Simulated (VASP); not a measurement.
A run of VASP 6.6.1 is set up as follows.

File INCAR:

```
SYSTEM = Li2Se
PREC = Accurate ; ENCUT = 750
EDIFF = 1E-7 ; ISMEAR = -1
SIGMA = 0.02 ; LREAL = .False.
LASPH = .True. ; NELM = 120
ALGO = Normal ; ISIF = 3
LWAVE = .False. ; LCHARG = .False.
GGA = PE ; IBRION = 2
NSW = 80 ; EDIFFG = -0.005
GGA_COMPAT = .False. ; NELMIN = 4
```

Contents of KPOINTS:

```
Automatic mesh
0
Gamma
  8 8 8
  0 0 0
```

The input POSCAR:

```
Li2Se
1.0
    0.0000000000      2.8085180751      2.8085180751
    2.8085180751      0.0000000000      2.8085180751
    2.8085180751      2.8085180751      0.0000000000
Se Li
1 2
Direct
    0.0000000000      0.0000000000      0.0000000000
    0.2500000000      0.2500000000      0.2500000000
    0.7500000000      0.7500000000      0.7500000000
```

Potentials or basis: VASP PAW PBE potentials, release 64 (Se, Li_sv).

Run with:

```bash
$ cat potpaw_PBE.64/Se/POTCAR potpaw_PBE.64/Li_sv/POTCAR > POTCAR
$ mpirun -np 1 vasp_std > vasp.out
```

(1) Estimate the relaxed volume.

(2) What does it give for the space group after relaxing (to 0.1 Å)?

## Answers

(1) 17.98 Å³/atom.

(2) Fm-3m (No. 225).

Caveat: the volume moved by over 15 % at a fixed basis, so the end points are rough; the structure was generated, so it needn't be the stable form of Li2Se.
